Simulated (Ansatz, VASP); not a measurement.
Fe in VASP and in Ansatz

```
Fe
1.0
     0.00000    1.80115    1.80115
     1.80115    0.00000    1.80115
     1.80115    1.80115    0.00000
Fe
1
Direct
  0.00000 0.00000 0.00000
```

Alike in both runs: task single point; functional revPBE; k mesh 17 × 17 × 17; occupations fermi-dirac, width 0.1 eV; no spin polarisation.

```csv
,VASP,Ansatz
version,VASP 6.6.1,Ansatz 0.2.0
potentials or method,"VASP PAW PBE potentials, release 64 (Fe), cutoff 520 eV","plane waves (420 eV) with PAW, scalar-relativistic"
valence electrons in the cell,8,16
```

|  | VASP | Ansatz | Ansatz less VASP |
| --- | --- | --- | --- |
| pressure (GPa) | -23.4 | -23.4 | -0.01 |

VASP's potentials were made for PBE, not for revPBE. VASP's potentials hold 8 valence electrons a cell and Ansatz's 16, so a difference there can come from the potentials and not from the codes.
